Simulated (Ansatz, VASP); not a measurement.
**One calculation of Ba, two programs**

```
CELL_PARAMETERS angstrom
6.99607 0.00000 0.00000
-3.49803 6.05877 0.00000
0.00000 0.00000 3.90939
ATOMIC_POSITIONS crystal
Ba 0.33333 0.66667 0.50000
Ba 0.66667 0.33333 0.50000
```

Alike in both runs: task single point; functional PBE; k mesh 4 × 4 × 6; occupations fermi-dirac, width 0.1 eV; no spin polarisation.

|  | VASP | Ansatz |
| --- | --- | --- |
| version | VASP 6.6.1 | Ansatz 0.2.0 |
| potentials or method | VASP PAW PBE potentials, release 64 (Ba_sv), cutoff 500 eV | plane waves, PAW |
| valence electrons in the cell | 20 | 20 |

Ansatz gave:

```
pressure (GPa)                                                : 0.3
traceless stress, the component that is largest in VASP (GPa) : -0.14
```

Task: Estimate VASP's values.

Result: Pressure (GPa): 0.3; traceless stress, the component that is largest in VASP (GPa): -0.11.

The functional is the same, so the differences come from potentials, cutoffs and numerics.

Spin-orbit coupling is off throughout.
